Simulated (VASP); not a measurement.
A run of VASP 6.6.1 is set up as follows.

The input POSCAR:

```
Rh
1.0
    0.0000000000      1.8978500000      1.8978500000
    1.8978500000      0.0000000000      1.8978500000
    1.8978500000      1.8978500000      0.0000000000
Rh
1
Direct
    0.0000000000      0.0000000000      0.0000000000
```

INCAR.step1

```
  ALGO = Normal
  EDIFF = 1E-5
  ENCUT = 520
  GGA = PE
  ISIF = 2
  ISMEAR = -1
  LASPH = True
  LCHARG = False
  LREAL = False
  LWAVE = True
  NBANDS = 14
  NELM = 80
  PREC = Accurate
  SIGMA = 0.05
```

INCAR.step2

```
  AEXX = 0.25
  ALGO = Normal
  EDIFF = 1E-7
  ENCUT = 520
  GGA = PE
  ISIF = 2
  ISMEAR = -1
  ISTART = 1
  LASPH = True
  LCHARG = False
  LHFCALC = True
  LREAL = False
  LWAVE = False
  NBANDS = 14
  NELM = 80
  PREC = Accurate
  PRECFOCK = Normal
  SIGMA = 0.05
```

Contents of KPOINTS:

```
k-points
0
Gamma
  7 7 7
```

Potentials or basis: VASP PAW PBE potentials, release 64 (Rh_pv).

Launch:

```bash
$ cat potpaw_PBE.64/Rh_pv/POTCAR > POTCAR
$ cp INCAR.step1 INCAR
$ mpirun -np 1 vasp_std > vasp.out
$ cp INCAR.step2 INCAR
$ mpirun -np 1 vasp_std > vasp.out
```

Problem. Estimate the band gap on the k mesh.

Solution. Zero (an odd number of electrons rules out a gap without spin polarisation).

Problem. Predict the pressure.

Solution. -4.5 GPa.

Caveat: the k points lie up to 0.41 Å⁻¹ apart, too coarse for converged energies and pressures of a metal; the PAW data sets were made with another functional, which shifts forces and pressure a little.
